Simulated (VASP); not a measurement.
Wanted: the native input for a VASP 6.6.1 run.

```yaml
Task: single point
Functional: PBE
Potentials_or_basis: VASP PAW PBE potentials, release 64 (V_sv, O, Sr_sv)
Cutoff: 520 eV
k_mesh: 6 × 6 × 6
Occupations: gaussian, width 0.047 eV
Spin: collinear spin, ferromagnetic start
Starting_moments: "[2.0, 0.0, 0.0, 0.0, 0.0] μB"
Dipole_correction: no
Further_INCAR_settings: ALGO = Normal; EDIFF = 1e-06; NBANDS = 32
```

The structure of SrVO3 lies in POSCAR:

```
SrVO3
1.0
    3.8517973600      0.0000000000      0.0000000000
    0.0000000000      3.8517973600      0.0000000000
    0.0000000000      0.0000000000      3.8517973600
V O Sr
1 3 1
Direct
    0.0000000000      0.0000000000      0.0000000000
    0.5000000000      0.0000000000      0.0000000000
    0.0000000000      0.5000000000      0.0000000000
    0.0000000000      0.0000000000      0.5000000000
    0.5000000000      0.5000000000      0.5000000000
```

The input as run:

INCAR

```
SYSTEM = SrVO3
PREC = Accurate ; ENCUT = 520
EDIFF = 1E-6 ; ISMEAR = 0
SIGMA = 0.047 ; LREAL = .FALSE.
LASPH = .TRUE. ; NELM = 150
ALGO = Normal ; ISIF = 2
LWAVE = .FALSE. ; LCHARG = .TRUE.
ISPIN = 2 ; MAGMOM = 2 0 0 0 0
LORBIT = 11 ; LMAXMIX = 4
GGA = PE ; LELF = .TRUE.
LVHAR = .TRUE. ; NBANDS = 32
```

KPOINTS

```
regular mesh
0
G
  6 6 6
  0 0 0
```

Potentials or basis: VASP PAW PBE potentials, release 64 (V_sv, O, Sr_sv).

Command:

```sh
$ cat potpaw_PBE.64/V_sv/POTCAR potpaw_PBE.64/O/POTCAR potpaw_PBE.64/Sr_sv/POTCAR > POTCAR
$ mpirun -np 1 vasp_std > vasp.out
```

Results of the run:

- Pressure: 2.1 GPa
- Net moment: 0.50 μB per cell
- Site moments: V +0.48; O -0.01; Sr +0.00 μB
- Valence electrons inside the program's atomic spheres: V 11.57; O 5.04; Sr 8.02

Run time: 110 s on 1 thread of AMD EPYC 7R13 Processor (Zen 3), with other jobs on the host, peak memory 0.19 GiB.
